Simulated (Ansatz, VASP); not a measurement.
One calculation of Re, two programs

Contents of INCAR:

```
ALGO = Normal
EDIFF = 1E-6
ENCUT = 520
GGA = PE
ISIF = 2
ISMEAR = 0
LASPH = T
LCHARG = F
LREAL = F
LWAVE = F
NBANDS = 38
NELM = 80
PREC = Accurate
SIGMA = 0.2
```

KPOINTS

```
k-points
0
Gamma
  6 6 6
```

POSCAR

```
Re
1.0
    0.0000000000      3.9152588994      3.9152588994
    3.9152588994      0.0000000000      3.9152588994
    3.9152588994      3.9152588994      0.0000000000
Re
8
Direct
    0.2500000000      0.2500000000      0.2500000000
    0.2500000000      0.2500000000      0.7500000000
    0.2500000000      0.7500000000      0.2500000000
    0.2500000000      0.7500000000      0.7500000000
    0.7500000000      0.2500000000      0.2500000000
    0.7500000000      0.2500000000      0.7500000000
    0.7500000000      0.7500000000      0.2500000000
    0.7500000000      0.7500000000      0.7500000000
```

Input for Ansatz:

```yaml
crystal:
  lattice:
    - [0.0, 3.9152588994, 3.9152588994]
    - [3.9152588994, 0.0, 3.9152588994]
    - [3.9152588994, 3.9152588994, 0.0]
  atoms:
    - { symbol: Re, position: [0.25, 0.25, 0.25] }
    - { symbol: Re, position: [0.25, 0.25, 0.75] }
    - { symbol: Re, position: [0.25, 0.75, 0.25] }
    - { symbol: Re, position: [0.25, 0.75, 0.75] }
    - { symbol: Re, position: [0.75, 0.25, 0.25] }
    - { symbol: Re, position: [0.75, 0.25, 0.75] }
    - { symbol: Re, position: [0.75, 0.75, 0.25] }
    - { symbol: Re, position: [0.75, 0.75, 0.75] }
basis:
  ecutwfc: 420
kpoints:
  mp_grid: { grid: [6, 6, 6] }
hamiltonian:
  xc: pbe
scf:
  occupations: { method: gaussian, width: 0.2 }
  lower_state_search: "off"
output:
  forces: true
  stress: true
  eigenvalues: true
```

Alike in both runs: task single point; functional PBE; k mesh 6 × 6 × 6; occupations gaussian, width 0.2 eV; no spin polarisation.

|  | VASP | Ansatz |
| --- | --- | --- |
| version | VASP 6.6.1 | Ansatz 0.2.0 |
| potentials or method | VASP PAW PBE potentials, release 64 (Re), cutoff 520 eV | scalar-relativistic, plane waves, PAW |
| valence electrons in the cell | 56 | 120 |

Ansatz gave:

```
gap on the k mesh at the Fermi level (eV) : none
pressure (GPa)                            : 0.1
```

Q: Which values does VASP return?

A: gap on the k mesh at the Fermi level (eV): none; pressure (GPa): -0.5.

A gap of «none» marks a metal or a gap that the smearing closes. VASP's potentials hold 56 valence electrons a cell and Ansatz's 120, so a difference there can come from the potentials and not from the codes.

Neither program's run includes spin-orbit coupling.
